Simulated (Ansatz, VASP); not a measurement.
**B: VASP beside Ansatz**

```
CELL_PARAMETERS angstrom
1.88524 0.00000 0.00000
0.00000 1.88524 0.00000
0.00000 0.00000 1.88524
ATOMIC_POSITIONS crystal
B 0.50000 0.50000 0.50000
```

Alike in both runs: task single point; functional PBE; k mesh 14 × 14 × 14; occupations gaussian, width 0.011 eV; no spin polarisation.

|  | VASP | Ansatz |
| --- | --- | --- |
| version | VASP 6.6.1 | Ansatz 0.2.0 |
| potentials or method | VASP PAW PBE potentials, release 64 (B) | Ansatz PAW |
| plane-wave cutoff (eV) | 520 | 420 |
| valence electrons in the cell | 3 | 3 |

VASP gave:

```
gap on the k mesh at the Fermi level (eV) : none
pressure (GPa)                            : 0.4
```

What did Ansatz give for the same quantities?

gap on the k mesh at the Fermi level (eV): none; pressure (GPa): 0.3.

A gap of «none» marks a metal or a gap that the smearing closes.
